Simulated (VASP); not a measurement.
# LiPb in VASP: further runs

The runs below take LiPb through relaxation of shape and atoms at fixed volume, relaxation of cell and atoms, with LDA.

Program: VASP 6.6.1. These are calculated values, not measurements. Logs are shortened: lines on timing, memory, paths and dates and some standing lists are left out, and cuts for length are marked.

## (1) The cell of the first run

The structure is cubic, space group Pm-3m (No. 221). The conventional cell has a = 3.442 Å, b = 3.442 Å, c = 3.442 Å, α = 90.00°, β = 90.00°, γ = 90.00°. Li (site symmetry m-3m) has 8 Pb at 2.98 Å and 6 Li at 3.44 Å within 3.9 Å. Within 3.9 Å of Pb (site symmetry m-3m) lie 8 Li at 2.98 Å and 6 Pb at 3.44 Å.

## (2) Relaxation of shape and atoms at fixed volume, LDA (volume scaled by 0.98)

The input, INCAR:

```
SYSTEM = LiPb
PREC     = Accurate       ! precision mode
ENCUT    = 600            ! plane-wave cutoff, eV
EDIFF    = 1E-6           ! SCF threshold, eV
ISMEAR   = -1             ! smearing method
SIGMA    = 0.15           ! smearing width, eV
LREAL    = .False.        ! projectors in reciprocal space
LASPH    = .True.         ! aspherical terms in the spheres
NELM     = 100            ! most SCF steps
ALGO     = Fast           ! electronic algorithm
ISIF     = 4              ! what is computed and relaxed
LWAVE    = .False.        ! write WAVECAR
LCHARG   = .False.        ! write CHGCAR
IBRION   = 2              ! ionic algorithm
NSW      = 80             ! ionic steps
EDIFFG   = -0.001         ! ionic threshold
```

The input, KPOINTS:

```
Automatic mesh
0
Gamma
  12 12 12
  0 0 0
```

The input, POSCAR:

```
LiPb
1.0
    2.4341676573      1.4053673522      1.9875650899
   -2.4341676573      1.4053673522      1.9875650899
    0.0000000000     -2.8107347044      1.9875650899
Li Pb
1 1
Direct
    0.5000000000      0.5000000000      0.5000000000
    0.0000000000      0.0000000000      0.0000000000
```

Potentials or basis: VASP PAW LDA potentials, release 64 (Li_sv, Pb_d).

On the command line:

```
> cat potpaw_LDA.64/Li_sv/POTCAR potpaw_LDA.64/Pb_d/POTCAR > POTCAR
> mpirun -np 1 vasp_std > vasp.out
```

OUTCAR:

```text
SYSTEM = LiPb
   PREC = Accurate
   ENCUT = 600
   EDIFF = 1E-6
   ISMEAR = -1
   LREAL = .False.
   LASPH = .True.
   NELM = 100
   ISIF = 4
   IBRION = 2
   NSW = 80
   EDIFFG = -0.001

 ion  position               nearest neighbor table
   1  0.500  0.500  0.500-   2 2.98   2 2.98   2 2.98   2 2.98   2 2.98   2 2.98   2 2.98   2 2.98

   2  0.000  0.000  0.000-   1 2.98   1 2.98   1 2.98   1 2.98   1 2.98   1 2.98   1 2.98   1 2.98

  LATTYP: Found a trigonal (rhomboedric) cell.
 ALAT       =     3.4424765163
 COS(alpha) =     0.0000253317

  Lattice vectors:

 A1 = (   2.4341676573,   1.4053673522,   1.9875650899)
 A2 = (  -2.4341676573,   1.4053673522,   1.9875650899)
 A3 = (   0.0000000000,  -2.8107347044,   1.9875650899)

Analysis of symmetry for initial positions (statically):
=====================================================================
 Subroutine PRICEL returns:
 Original cell was already a primitive cell.

 Routine SETGRP: Setting up the symmetry group for a
 trigonal (rhombohedral) supercell.

 Subroutine GETGRP returns: Found 12 space group operations
 (whereof 12 operations were pure point group operations)
 out of a pool of 12 trial point group operations.

The static configuration has the point symmetry D_3d.

Analysis of symmetry for dynamics (positions and initial velocities):
=====================================================================
 Subroutine PRICEL returns:
 Original cell was already a primitive cell.

 Routine SETGRP: Setting up the symmetry group for a
 trigonal (rhombohedral) supercell.

 Subroutine GETGRP returns: Found 12 space group operations
 (whereof 12 operations were pure point group operations)
 out of a pool of 12 trial point group operations.

The dynamic configuration has the point symmetry D_3d.

 Subroutine INISYM returns: Found 12 space group operations
 (whereof 12 operations are pure point group operations),
 and found     1 'primitive' translations

----------------------------------------------------------------------------------------

                                     Primitive cell

  volume of cell :      40.7956

  direct lattice vectors                    reciprocal lattice vectors
     2.434167657  1.405367352  1.987565090     0.205409023  0.118592955  0.167709392
    -2.434167657  1.405367352  1.987565090    -0.205409023  0.118592955  0.167709392
     0.000000000 -2.810734704  1.987565090     0.000000000 -0.237185909  0.167709392

  length of vectors
     3.442476516  3.442476516  3.442476516     0.290488547  0.290488547  0.290488547

  position of ions in fractional coordinates (direct lattice)
     0.500000000  0.500000000  0.500000000
     0.000000000  0.000000000  0.000000000

  ion indices of the primitive-cell ions
   primitive index   ion index
                 1           1
                 2           2

----------------------------------------------------------------------------------------

 KPOINTS: Automatic mesh

Automatic generation of k-mesh.
 Grid dimensions read from file:
 generate k-points for:   12   12   12

 Generating k-lattice:

  Cartesian coordinates                     Fractional coordinates (reciprocal lattice)
     0.017117419  0.009882746  0.013975783     0.083333333 -0.000000000  0.000000000
    -0.017117419  0.009882746  0.013975783    -0.000000000  0.083333333  0.000000000
     0.000000000 -0.019765492  0.013975783     0.000000000  0.000000000  0.083333333

  Length of vectors
     0.024207379  0.024207379  0.024207379

  Shift w.r.t. Gamma in fractional coordinates (k-lattice)
     0.000000000  0.000000000  0.000000000

 Subroutine IBZKPT returns following result:
 ===========================================

 Found    189 irreducible k-points:

 Following reciprocal coordinates:
            Coordinates               Weight
  0.000000  0.000000  0.000000      1.000000
  0.083333 -0.000000 -0.000000      6.000000
  0.166667 -0.000000  0.000000      6.000000
  0.250000  0.000000  0.000000      6.000000
  0.333333 -0.000000  0.000000      6.000000
  0.416667 -0.000000  0.000000      6.000000
[... 16 lines left out ...]
  0.500000  0.166667  0.000000     12.000000
 -0.416667  0.166667  0.000000     12.000000
 [... further k-points ...]
   k-points           NKPTS =    189   k-points in BZ     NKDIM =    189   number of bands    NBANDS=     12
   number of dos      NEDOS =    301   number of ions     NIONS =      2
   total plane-waves  NPLWV =  21952
   dimension x,y,z NGX =    28 NGY =   28 NGZ =   28
   dimension x,y,z NGXF=    56 NGYF=   56 NGZF=   56
   ions per type =               1   1
   NGX,Y,Z   is equivalent  to a cutoff of  13.52, 13.52, 13.52 a.u.
   NGXF,Y,Z  is equivalent  to a cutoff of  27.04, 27.04, 27.04 a.u.
 SYSTEM =  LiPb
   PREC   = accura    normal or accurate (medium, high low for compatibility)
   ISTART =      0    job   : 0-new  1-cont  2-samecut
   ICHARG =      2    charge: 1-file 2-atom 10-const
   ISPIN  =      1    spin polarized calculation?
   LNONCOLLINEAR =      F non collinear calculations
   LSORBIT =      F    spin-orbit coupling
   LASPH  =      T    aspherical Exc in radial PAW
   ENCUT  =  600.0 eV  44.10 Ry    6.64 a.u.   6.88  6.88  6.88*2*pi/ulx,y,z
   NELM   =    100;   NELMIN=  2; NELMDL= -5     # of ELM steps
   EDIFF  = 0.1E-05   stopping-criterion for ELM
   LREAL  =      F    real-space projection
   EDIFFG = -.1E-02   stopping-criterion for IOM
   NSW    =     80    number of steps for IOM
   IBRION =      2    ionic relax: 0-MD 1-quasi-New 2-CG
   NFREE  =      1    steps in history (QN), initial steepest desc. (CG)
   ISIF   =      4    stress and relaxation
   ISYM   =      2    0-nonsym 1-usesym 2-fastsym
   POTIM  = 0.5000    time-step for ionic-motion
   TEBEG  =    0.0;   TEEND  =   0.0 temperature during run
   PSTRESS=    0.0 pullay stress
   NELECT =      17.0000    total number of electrons
   NUPDOWN=      -1.0000    fix difference up-down
   EMIN   =  10.00;   EMAX   =-10.00  energy-range for DOS
   EFERMI =   0.00;   METHOD = LEGACY
   ISMEAR =    -1;   SIGMA  =   0.15  broadening in eV -4-tet -1-fermi 0-gaus
   EFERMI_NEDOS =   21; number of points for ismear=-14 and -15
   IALGO  =     68    algorithm
   IMIX   =      4    mixing-type and parameters
     AMIX     =   0.40;   BMIX     =  1.00
     AMIX_MAG =   1.60;   BMIX_MAG =  1.00
  volume/ion in A,a.u.               =      20.40       137.65
  Fermi-wavevector in a.u.,A,eV,Ry     =   1.222795  2.310747 20.343791  1.495226
  Thomas-Fermi vector in A             =   2.357929
   LORBIT       =      0    0 simple, 1 ext, 2 COOP (PROOUT), +10 PAW based schemes
   GGA     = CA    functional components
   LHFCALC =     F    Hartree Fock is set to
   AEXX    =    0.0000 exact exchange contribution
   IVDW    =     0    specifies the selected vdW correction
   LEPSILON=     F    determine dielectric tensor
   LRPA    =     F    only Hartree local field effects (RPA)
 conjugate gradient relaxation of ions
 non-spin polarized calculation
 RMM-DIIS sequential band-by-band and
  energy-cutoff  :      600.00
  volume of cell :       40.80
 maximum number of plane-waves:      1406
   NGX = 13   NGY = 13   NGZ = 13

 number of electron      16.9999996 magnetization

 Free energy of the ion-electron system (eV)
  ---------------------------------------------------
  ext. energy  EPLUGINS =         0.00000000
  ---------------------------------------------------
  free energy    TOTEN  =        -6.97557252 eV

  energy without entropy =       -6.92120399  energy(sigma->0) =       -6.94838826

 E-fermi :   6.1777     XC(G=0): -10.0493

 val. band max:        6.1349296903   @ k =   0.1667  -0.0000   0.0000
 cond. band min:       6.1978302426   @ k =   0.5000   0.2500   0.0000
 fundamental gap:      0.0629005523
 Fermi energy:         6.1776738855

 k-point     1 :       0.0000    0.0000    0.0000
  band No.  band energies     occupation
      1     -39.5417      2.00000
      2     -10.8057      2.00000
      3     -10.8057      2.00000
      4     -10.4844      2.00000
      5     -10.4844      2.00000
      6     -10.4844      2.00000
      7      -4.8071      2.00000
      8       8.4610      0.00000
      9       8.4610      0.00000
     10       8.4613      0.00000
     11      12.8762      0.00000
     12      12.9147      0.00000

 k-point     2 :       0.0833   -0.0000   -0.0000
  band No.  band energies     occupation
      1     -39.5416      2.00000
      2     -10.8043      2.00000
      3     -10.7871      2.00000
      4     -10.4913      2.00000
      5     -10.4913      2.00000
      6     -10.4838      2.00000
      7      -4.7324      2.00000
      8       7.6539      0.00011
      9       8.5657      0.00000
     10       8.5659      0.00000
     11      12.5794      0.00000
     12      12.9741      0.00000

 k-point     3 :       0.1667   -0.0000    0.0000
  band No.  band energies     occupation
      1     -39.5412      2.00000
      2     -10.8007      2.00000
      3     -10.7366      2.00000
      4     -10.5100      2.00000
      5     -10.5100      2.00000
      6     -10.4821      2.00000
      7      -4.5114      2.00000
      8       6.1349      1.14152
      9       8.8743      0.00000
     10       8.8744      0.00000
     11      12.5399      0.00000
     12      13.1437      0.00000
[... 286 lines left out ...]
 k-point    23 :       0.5000    0.1667    0.0000
  band No.  band energies     occupation
      1     -39.5392      2.00000
      2     -10.7388      2.00000
      3     -10.6193      2.00000
      4     -10.5820      2.00000
      5     -10.4996      2.00000
      6     -10.4988      2.00000
      7      -2.7953      2.00000
      8       2.1284      2.00000
      9       7.9481      0.00001
     10      11.4195      0.00000
     11      11.4611      0.00000
     12      13.8544      0.00000

 k-point    24 :      -0.4167    0.1667    0.0000
  band No.  band energies     occupation
      1     -39.5394      2.00000
      2     -10.7404      2.00000
      3     -10.6120      2.00000
      4     -10.5754      2.00000
      5     -10.5170      2.00000
      6     -10.5003      2.00000
      7      -2.9855      2.00000
      8       2.5121      2.00000
      9       7.7542      0.00005
     10      11.0886      0.00000
     11      11.6777      0.00000
     12      14.1635      0.00000

 [... further k-points ...]

------------------------ aborting loop because EDIFF is reached ----------------------------------------

  FORCE on cell =-STRESS in cart. coord.  units (eV):
  Direction    XX          YY          ZZ          XY          YZ          ZX
  --------------------------------------------------------------------------------------
  -------------------------------------------------------------------------------------
  Total        0.2121023      0.2121023      0.2116606      0.0000000      0.0000000      0.0000000
  in kB        8.3299635      8.3299635      8.3126135      0.0000000      0.0000000      0.0000000
  external PRESSURE =       8.3241802 kB  Pullay stress =       0.0000000 kB

 VOLUME and BASIS-vectors are now :
 -----------------------------------------------------------------------------
  energy-cutoff  :      600.00
  volume of cell :       40.80
      direct lattice vectors                 reciprocal lattice vectors
     2.434167657  1.405367352  1.987565090     0.205409023  0.118592955  0.167709392
    -2.434167657  1.405367352  1.987565090    -0.205409023  0.118592955  0.167709392
     0.000000000 -2.810734704  1.987565090     0.000000000 -0.237185909  0.167709392

 POSITION                                       TOTAL-FORCE (eV/Angst)
 -----------------------------------------------------------------------------------
      0.00000      0.00000      2.98135         0.000000     -0.000000      0.000000
      0.00000      0.00000      0.00000        -0.000000      0.000000     -0.000000
 -----------------------------------------------------------------------------------
    total drift:                               -0.000000     -0.000000      0.000000

  FREE ENERGIE OF THE ION-ELECTRON SYSTEM (eV)
  ---------------------------------------------------
  free  energy   TOTEN  =        -6.9755725187 eV

  energy  without entropy=       -6.9212039924  energy(sigma->0) =       -6.94838826

 reached required accuracy - stopping structural energy minimisation
```

It took 2.8 min on 1 thread of Oxide Virtual Turin-like, shared host; peak memory 0.2 GiB.

What came out:

| Item | Value |
| --- | --- |
| Free energy | -6.9756 eV |
| Pressure after relaxing | 0.8 GPa |

Final structure:
```cif
data_structure
_symmetry_space_group_name_H-M 'P 1'
_symmetry_Int_Tables_number 1
_cell_length_a 3.4425
_cell_length_b 3.4425
_cell_length_c 3.4425
_cell_angle_alpha 89.999
_cell_angle_beta 89.999
_cell_angle_gamma 89.999
_cell_volume 40.80
loop_
_atom_site_label
_atom_site_type_symbol
_atom_site_fract_x
_atom_site_fract_y
_atom_site_fract_z
_atom_site_occupancy
Li1 Li 0.50000 0.50000 0.50000 1
Pb1 Pb 0.00000 0.00000 0.00000 1
```

Caveat: the cutoff is under 1.25 times the usual one of these potentials, so pressure, stress and relaxed cells hold a basis-set (Pulay) error; the relaxation stopped at its first step, so nothing moved; spin-orbit coupling is left out, which moves the levels of the heavy elements.

(Continued in part 2 of 2.)
